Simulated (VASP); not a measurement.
# Sb2Pt (I4_1/amd) in VASP: single point with PBE

Aim: the single point of Sb2Pt with PBE.

All numbers are computed with VASP 6.6.1; they aren't measurements. Logs are shortened: lines on timing, memory, paths and dates and some standing lists are left out, and cuts for length are marked.

**1. The cell of the first run**

It takes space group I4_1/amd (No. 141, tetragonal). The conventional cell has a = 5.561 Å, b = 5.561 Å, c = 9.066 Å, α = 90.00°, β = 90.00°, γ = 90.00°. Within 3.7 Å of Sb (site symmetry 2mm) lie 3 Pt at 2.72 to 2.82 Å and 7 Sb at 3.10 to 3.64 Å. Within 3.6 Å of Pt (site symmetry -4m2) lie 6 Sb at 2.72 to 2.82 Å and 4 Pt at 3.59 Å.

**2. Single point, PBE**

Contents of INCAR:

```
SYSTEM = Sb2Pt
ALGO     = Fast           ! electronic algorithm
EDIFF    = 1E-6           ! SCF threshold, eV
ENCUT    = 520            ! plane-wave cutoff, eV
GGA      = PE             ! functional
ISIF     = 2              ! what is computed and relaxed
ISMEAR   = 0              ! smearing method
LASPH    = .True.         ! aspherical terms in the spheres
LCHARG   = .False.        ! write CHGCAR
LREAL    = .False.        ! projectors in reciprocal space
LWAVE    = .False.        ! write WAVECAR
NBANDS   = 29             ! bands
NELM     = 60             ! most SCF steps
PREC     = Accurate       ! precision mode
SIGMA    = 0.1            ! smearing width, eV
```

Contents of KPOINTS:

```
k-points
0
Gamma
  10 10 10
  0 0 0
```

Contents of POSCAR:

```
Sb2Pt
1.0
   -2.7805718592      2.7805718592      4.5331374743
    2.7805718592     -2.7805718592      4.5331374743
    2.7805718592      2.7805718592     -4.5331374743
Sb Pt
4 2
Direct
    0.7995161769      0.7995161769      0.0000000000
    0.2004838231      0.2004838231      0.0000000000
    0.9504838231      0.4504838231      0.5000000000
    0.5495161769      0.0495161769      0.5000000000
    0.5000000000      0.5000000000      0.0000000000
    0.2500000000      0.7500000000      0.5000000000
```

Potentials or basis: VASP PAW PBE potentials, release 64 (Sb, Pt).

On the command line:

```sh
$ cat potpaw_PBE.64/Sb/POTCAR potpaw_PBE.64/Pt/POTCAR > POTCAR
$ mpirun -np 1 vasp_std > vasp.out
```

OUTCAR:

```text
SYSTEM = Sb2Pt
   EDIFF = 1E-6
   ENCUT = 520
   GGA = PE
   ISIF = 2
   ISMEAR = 0
   LASPH = .True.
   LREAL = .False.
   NELM = 60
   PREC = Accurate

 ion  position               nearest neighbor table
   1  0.800  0.800  0.000-   5 2.72   6 2.82   6 2.82   3 3.10   3 3.10   4 3.59   4 3.59   4 3.59
                             4 3.59   2 3.64
   2  0.200  0.200  0.000-   5 2.72   6 2.82   6 2.82   4 3.10   4 3.10   3 3.59   3 3.59   3 3.59
                             3 3.59   1 3.64
   3  0.950  0.450  0.500-   6 2.72   5 2.82   5 2.82   1 3.10   1 3.10   2 3.59   2 3.59   2 3.59
                             2 3.59   4 3.64
   4  0.550  0.050  0.500-   6 2.72   5 2.82   5 2.82   2 3.10   2 3.10   1 3.59   1 3.59   1 3.59
                             1 3.59   3 3.64
   5  0.500  0.500  0.000-   1 2.72   2 2.72   4 2.82   3 2.82   4 2.82   3 2.82
   6  0.250  0.750  0.500-   3 2.72   4 2.72   1 2.82   2 2.82   1 2.82   2 2.82

  LATTYP: Found a body centered tetragonal cell.
 ALAT       =     5.5611437184
 C/A-ratio  =     1.6302896324

  Lattice vectors:

 A1 = (  -2.7805718592,   2.7805718592,   4.5331374743)
 A2 = (   2.7805718592,  -2.7805718592,   4.5331374743)
 A3 = (   2.7805718592,   2.7805718592,  -4.5331374743)

Analysis of symmetry for initial positions (statically):
=====================================================================
 Subroutine PRICEL returns:
 Original cell was already a primitive cell.

 Routine SETGRP: Setting up the symmetry group for a
 body centered tetragonal supercell.

 Subroutine GETGRP returns: Found 16 space group operations
 (whereof  8 operations were pure point group operations)
 out of a pool of 16 trial point group operations.

The static configuration has the point symmetry D_2d.
 The point group associated with its full space group is D_4h.

Analysis of symmetry for dynamics (positions and initial velocities):
=====================================================================
 Subroutine PRICEL returns:
 Original cell was already a primitive cell.

 Routine SETGRP: Setting up the symmetry group for a
 body centered tetragonal supercell.

 Subroutine GETGRP returns: Found 16 space group operations
 (whereof  8 operations were pure point group operations)
 out of a pool of 16 trial point group operations.

The dynamic configuration has the point symmetry D_2d.
 The point group associated with its full space group is D_4h.

 Subroutine INISYM returns: Found 16 space group operations
 (whereof  8 operations are pure point group operations),
 and found     1 'primitive' translations

----------------------------------------------------------------------------------------

                                     Primitive cell

  volume of cell :     140.1933

  direct lattice vectors                    reciprocal lattice vectors
    -2.780571859  2.780571859  4.533137474     0.000000000  0.179819125  0.110298883
     2.780571859 -2.780571859  4.533137474     0.179819125  0.000000000  0.110298883
     2.780571859  2.780571859 -4.533137474     0.179819125  0.179819125  0.000000000

  length of vectors
     6.001041167  6.001041167  6.001041167     0.210952036  0.210952036  0.254302646

  position of ions in fractional coordinates (direct lattice)
     0.799516177  0.799516177  0.000000000
     0.200483823  0.200483823  0.000000000
     0.950483823  0.450483823  0.500000000
     0.549516177  0.049516177  0.500000000
     0.500000000  0.500000000  0.000000000
     0.250000000  0.750000000  0.500000000

  ion indices of the primitive-cell ions
   primitive index   ion index
                 1           1
                 2           2
                 3           3
                 4           4
                 5           5
                 6           6

----------------------------------------------------------------------------------------

 KPOINTS: k-points

Automatic generation of k-mesh.
 Grid dimensions read from file:
 generate k-points for:   10   10   10

 Generating k-lattice:

  Cartesian coordinates                     Fractional coordinates (reciprocal lattice)
     0.000000000  0.017981913  0.011029888     0.100000000  0.000000000 -0.000000000
     0.017981913  0.000000000  0.011029888     0.000000000  0.100000000 -0.000000000
     0.017981913  0.017981913  0.000000000     0.000000000  0.000000000  0.100000000

  Length of vectors
     0.021095204  0.021095204  0.025430265

  Shift w.r.t. Gamma in fractional coordinates (k-lattice)
     0.000000000  0.000000000  0.000000000

 Subroutine IBZKPT returns following result:
 ===========================================

 Found    102 irreducible k-points:

 Following reciprocal coordinates:
            Coordinates               Weight
  0.000000  0.000000  0.000000      1.000000
  0.100000  0.000000 -0.000000      8.000000
  0.200000  0.000000 -0.000000      8.000000
  0.300000  0.000000  0.000000      8.000000
  0.400000  0.000000 -0.000000      8.000000
  0.500000 -0.000000  0.000000      4.000000
[... 16 lines left out ...]
  0.300000  0.300000  0.000000      8.000000
  0.400000  0.300000 -0.000000     16.000000
 [... further k-points ...]
   k-points           NKPTS =    102   k-points in BZ     NKDIM =    102   number of bands    NBANDS=     29
   number of dos      NEDOS =    301   number of ions     NIONS =      6
   total plane-waves  NPLWV = 110592
   dimension x,y,z NGX =    48 NGY =   48 NGZ =   48
   dimension x,y,z NGXF=    96 NGYF=   96 NGZF=   96
   ions per type =               4   2
   NGX,Y,Z   is equivalent  to a cutoff of  13.30, 13.30, 13.30 a.u.
   NGXF,Y,Z  is equivalent  to a cutoff of  26.59, 26.59, 26.59 a.u.
 SYSTEM =  Sb2Pt
   PREC   = accura    normal or accurate (medium, high low for compatibility)
   ISTART =      0    job   : 0-new  1-cont  2-samecut
   ICHARG =      2    charge: 1-file 2-atom 10-const
   ISPIN  =      1    spin polarized calculation?
   LNONCOLLINEAR =      F non collinear calculations
   LSORBIT =      F    spin-orbit coupling
   LASPH  =      T    aspherical Exc in radial PAW
   ENCUT  =  520.0 eV  38.22 Ry    6.18 a.u.  11.16 11.16 11.16*2*pi/ulx,y,z
   NELM   =     60;   NELMIN=  2; NELMDL= -5     # of ELM steps
   EDIFF  = 0.1E-05   stopping-criterion for ELM
   LREAL  =      F    real-space projection
   EDIFFG = 0.1E-04   stopping-criterion for IOM
   NSW    =      0    number of steps for IOM
   IBRION =     -1    ionic relax: 0-MD 1-quasi-New 2-CG
   NFREE  =      0    steps in history (QN), initial steepest desc. (CG)
   ISIF   =      2    stress and relaxation
   ISYM   =      2    0-nonsym 1-usesym 2-fastsym
   POTIM  = 0.5000    time-step for ionic-motion
   TEBEG  =    0.0;   TEEND  =   0.0 temperature during run
   PSTRESS=    0.0 pullay stress
   NELECT =      40.0000    total number of electrons
   NUPDOWN=      -1.0000    fix difference up-down
   EMIN   =  10.00;   EMAX   =-10.00  energy-range for DOS
   EFERMI =   0.00;   METHOD = LEGACY
   ISMEAR =     0;   SIGMA  =   0.10  broadening in eV -4-tet -1-fermi 0-gaus
   EFERMI_NEDOS =   21; number of points for ismear=-14 and -15
   IALGO  =     68    algorithm
   IMIX   =      4    mixing-type and parameters
     AMIX     =   0.40;   BMIX     =  1.00
     AMIX_MAG =   1.60;   BMIX_MAG =  1.00
  volume/ion in A,a.u.               =      23.37       157.68
  Fermi-wavevector in a.u.,A,eV,Ry     =   1.077753  2.036657 15.803859  1.161551
  Thomas-Fermi vector in A             =   2.213673
   LORBIT       =      0    0 simple, 1 ext, 2 COOP (PROOUT), +10 PAW based schemes
   GGA     = PE    functional components
   LHFCALC =     F    Hartree Fock is set to
   AEXX    =    0.0000 exact exchange contribution
   IVDW    =     0    specifies the selected vdW correction
   LEPSILON=     F    determine dielectric tensor
   LRPA    =     F    only Hartree local field effects (RPA)
 non-spin polarized calculation
 RMM-DIIS sequential band-by-band and
 Gauss-broadening in eV      SIGMA  =   0.10
  energy-cutoff  :      520.00
  volume of cell :      140.19
 maximum number of plane-waves:      3817
 NGX is ok and might be reduce to    48
   NGX = 23   NGY = 23   NGZ = 23

 number of electron      40.0000001 magnetization

 Free energy of the ion-electron system (eV)
  ---------------------------------------------------
  ext. energy  EPLUGINS =         0.00000000
  ---------------------------------------------------
  free energy    TOTEN  =       -29.86714097 eV

  energy without entropy =      -29.84873526  energy(sigma->0) =      -29.85793811

 E-fermi :   8.8032     XC(G=0): -10.8026

 val. band max:        8.8021379825   @ k =  -0.4000   0.4000   0.4000
 cond. band min:       8.8074495013   @ k =   0.2000   0.2000   0.2000
 fundamental gap:      0.0053115188
 Fermi energy:         8.8032076657

 k-point     1 :       0.0000    0.0000    0.0000
  band No.  band energies     occupation
      1      -3.6793      2.00000
      2      -0.3679      2.00000
      3       0.0971      2.00000
      4       0.5462      2.00000
      5       4.3494      2.00000
      6       4.3494      2.00000
[... 21 lines left out ...]
     28      13.9760      0.00000
     29      15.1745      0.00000

 k-point     2 :       0.1000    0.0000   -0.0000
  band No.  band energies     occupation
      1      -3.6130      2.00000
      2      -0.4199      2.00000
      3       0.0354      2.00000
      4       0.5366      2.00000
      5       3.8793      2.00000
      6       4.0186      2.00000
[... 21 lines left out ...]
     28      14.1088      0.00000
     29      15.4319      0.00000

 k-point     3 :       0.2000    0.0000   -0.0000
  band No.  band energies     occupation
      1      -3.4162      2.00000
      2      -0.5794      2.00000
      3      -0.1747      2.00000
      4       0.5334      2.00000
      5       3.6318      2.00000
      6       3.7379      2.00000
[... 21 lines left out ...]
     28      14.4862      0.00000
     29      15.3615      0.00000

 k-point     4 :       0.3000    0.0000    0.0000
  band No.  band energies     occupation
      1      -3.0960      2.00000
      2      -0.9359      2.00000
      3      -0.4079      2.00000
      4       0.5649      2.00000
      5       3.5222      2.00000
      6       3.7134      2.00000
[... 21 lines left out ...]
     28      14.6530      0.00000
     29      15.0322      0.00000

 k-point     5 :       0.4000    0.0000   -0.0000
  band No.  band energies     occupation
      1      -2.6719      2.00000
      2      -1.4764      2.00000
      3      -0.5232      2.00000
      4       0.6092      2.00000
      5       3.4993      2.00000
      6       3.7446      2.00000
[... 21 lines left out ...]
     28      14.2546      0.00000
     29      15.4918      0.00000
[... 510 lines left out ...]
     28      14.7896      0.00000
     29      15.6668      0.00000

 k-point    22 :      -0.2000    0.2000    0.0000
  band No.  band energies     occupation
      1      -3.3014      2.00000
      2      -0.4342      2.00000
      3      -0.1018      2.00000
      4       0.2971      2.00000
      5       3.1155      2.00000
      6       3.1166      2.00000
[... 21 lines left out ...]
     28      15.1156      0.00000
     29      15.3525      0.00000

 k-point    23 :       0.3000    0.3000    0.0000
  band No.  band energies     occupation
      1      -2.2400      2.00000
      2      -1.1828      2.00000
      3      -0.8880      2.00000
      4      -0.1393      2.00000
      5       3.1168      2.00000
      6       3.6343      2.00000
[... 21 lines left out ...]
     28      13.7961      0.00000
     29      14.3518      0.00000

 k-point    24 :       0.4000    0.3000   -0.0000
  band No.  band energies     occupation
      1      -1.8512      2.00000
      2      -1.4507      2.00000
      3      -0.8727      2.00000
      4      -0.2407      2.00000
      5       2.8003      2.00000
      6       3.6036      2.00000
[... 21 lines left out ...]
     28      13.7172      0.00000
     29      14.4716      0.00000

 [... further k-points ...]

------------------------ aborting loop because EDIFF is reached ----------------------------------------

  FORCE on cell =-STRESS in cart. coord.  units (eV):
  Direction    XX          YY          ZZ          XY          YZ          ZX
  --------------------------------------------------------------------------------------
  -------------------------------------------------------------------------------------
  Total       -0.2048484     -0.2048484     -0.2290353      0.0000000      0.0000000      0.0000000
  in kB       -2.3410790     -2.3410790     -2.6174950      0.0000000      0.0000000      0.0000000
  external PRESSURE =      -2.4332177 kB  Pullay stress =       0.0000000 kB

 VOLUME and BASIS-vectors are now :
 -----------------------------------------------------------------------------
  energy-cutoff  :      520.00
  volume of cell :      140.19
      direct lattice vectors                 reciprocal lattice vectors
    -2.780571859  2.780571859  4.533137474     0.000000000  0.179819125  0.110298883
     2.780571859 -2.780571859  4.533137474     0.179819125  0.000000000  0.110298883
     2.780571859  2.780571859 -4.533137474     0.179819125  0.179819125  0.000000000

 POSITION                                       TOTAL-FORCE (eV/Angst)
 -----------------------------------------------------------------------------------
      0.00000      0.00000      7.24863         0.000000     -0.000000     -0.016117
      0.00000      0.00000      1.81764         0.000000     -0.000000      0.016117
      0.00000      2.78057      4.08421        -0.000000      0.000000      0.016117
      0.00000      2.78057      0.44893        -0.000000      0.000000     -0.016117
      0.00000      0.00000      4.53314        -0.000000     -0.000000      0.000000
      2.78057      0.00000      2.26657        -0.000000     -0.000000     -0.000000
 -----------------------------------------------------------------------------------
    total drift:                                0.000000     -0.000000     -0.000000

  FREE ENERGIE OF THE ION-ELECTRON SYSTEM (eV)
  ---------------------------------------------------
  free  energy   TOTEN  =       -29.8671409655 eV

  energy  without entropy=      -29.8487352622  energy(sigma->0) =      -29.85793811
```

Wall time 12 min (1 thread of Oxide Virtual Turin-like, shared host); peak memory 0.53 GiB.

Results:

| Quantity | Value |
| --- | --- |
| Free energy | -29.8671 eV |
| Pressure | -0.2 GPa |
| Largest force | 0.016 eV/Å |
| Band gap on the k mesh | zero (bands 20 and 21 overlap by 1.85 eV) |

Forces in eV/Å, atoms in the order of the input:
```
Sb   0.000  0.000 -0.016
Sb   0.000  0.000  0.016
Sb   0.000  0.000  0.016
Sb   0.000  0.000 -0.016
Pt   0.000  0.000  0.000
Pt   0.000  0.000  0.000
```

Levels at points of the mesh, in eV from the Fermi level:
| k point | band 18 | band 19 | band 20 | band 21 | band 22 | band 23 |
| --- | --- | --- | --- | --- | --- | --- |
| (0.00, 0.00, 0.00) | -1.76 | -1.65 | -1.65 | -0.87 | -0.87 | -0.16 |
| (0.50, 0.00, 0.00) | -1.73 | -0.98 | -0.66 | 0.05 | 0.79 | 1.25 |
| (0.50, 0.50, 0.00) | -0.91 | 0.07 | 0.07 | 1.29 | 1.29 | 3.07 |
| (0.50, 0.50, 0.50) | -0.74 | -0.65 | -0.65 | 0.49 | 0.49 | 0.77 |

Caveat: spin-orbit coupling is left out, which moves the levels of the heavy elements.
